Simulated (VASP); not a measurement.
Input of a VASP 6.6.1 run:

File INCAR:

```
SYSTEM = MoH6
  PREC = Accurate
  ENCUT = 500
  EDIFF = 1E-6
  ISMEAR = 0
  SIGMA = 0.15
  LREAL = .False.
  LASPH = .True.
  NELM = 120
  ALGO = Normal
  ISIF = 2
  LWAVE = .False.
  LCHARG = .False.
  GGA = PE
  NBANDS = 19
  GGA_COMPAT = .False.
```

File KPOINTS:

```
Automatic mesh
0
Gamma
  3 3 3
  0 0 0
```

Contents of POSCAR:

```
MoH6
1.0
   -1.9743086155      1.9743086155      1.9743086155
    1.9743086155     -1.9743086155      1.9743086155
    1.9743086155      1.9743086155     -1.9743086155
H Mo
6 1
Direct
    0.5000000000      0.7500000000      0.2500000000
    0.5000000000      0.2500000000      0.7500000000
    0.2500000000      0.5000000000      0.7500000000
    0.7500000000      0.5000000000      0.2500000000
    0.7500000000      0.2500000000      0.5000000000
    0.2500000000      0.7500000000      0.5000000000
    0.0000000000      0.0000000000      0.0000000000
```

Potentials or basis: VASP PAW PBE potentials, release 64 (H, Mo_sv).

The run is started by

```console
$ cat potpaw_PBE.64/H/POTCAR potpaw_PBE.64/Mo_sv/POTCAR > POTCAR
$ mpirun -np 1 vasp_std > vasp.out
```

Task: Estimate the pressure.

Result: 0.3 GPa.

Task: Estimate the band gap on the k mesh.

Result: Zero (band 10 reaches 9.77 eV, above the bottom of band 11 at 7.20 eV).

Caveat: the k points lie up to 0.75 Å⁻¹ apart.
